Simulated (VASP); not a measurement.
Ca, 1 atom in the cell. It takes space group Fm-3m (No. 225, cubic). Conventional cell: a = 5.209 Å, b = 5.209 Å, c = 5.209 Å, α = 90.00°, β = 90.00°, γ = 90.00°. Within 4.8 Å of Ca (site symmetry m-3m) lie 12 Ca at 3.68 Å. 

```yaml
Program: VASP 6.6.1
Task: relaxation of cell and atoms
Functional: LDA
Potentials_or_basis: VASP PAW LDA potentials, release 64 (Ca_sv)
Cutoff: 600 eV
k_mesh: 13 × 13 × 13
Occupations: fermi-dirac, width 0.08 eV
Spin: no spin polarisation
Target_pressure: 1.6 GPa
Dipole_correction: no
Further_INCAR_settings: ALGO = Normal; EDIFF = 1e-07; IBRION = 2; EDIFFG = -0.005; NSW = 32; ISIF = 3
```

Potentials or basis: VASP PAW LDA potentials, release 64 (Ca_sv).

Run with:

```console
$ cat potpaw_LDA.64/Ca_sv/POTCAR > POTCAR
$ mpirun -np 1 vasp_std > vasp.out
```

Hardware: 1 thread of Oxide Virtual Turin-like Processor, on a shared host.

Estimate the wall time of this run.

Wall time 84 s on 1 thread of Oxide Virtual Turin-like Processor (shared host), peak memory 0.14 GiB. Counts: scf iterations 18, k points 84, ion steps 2.
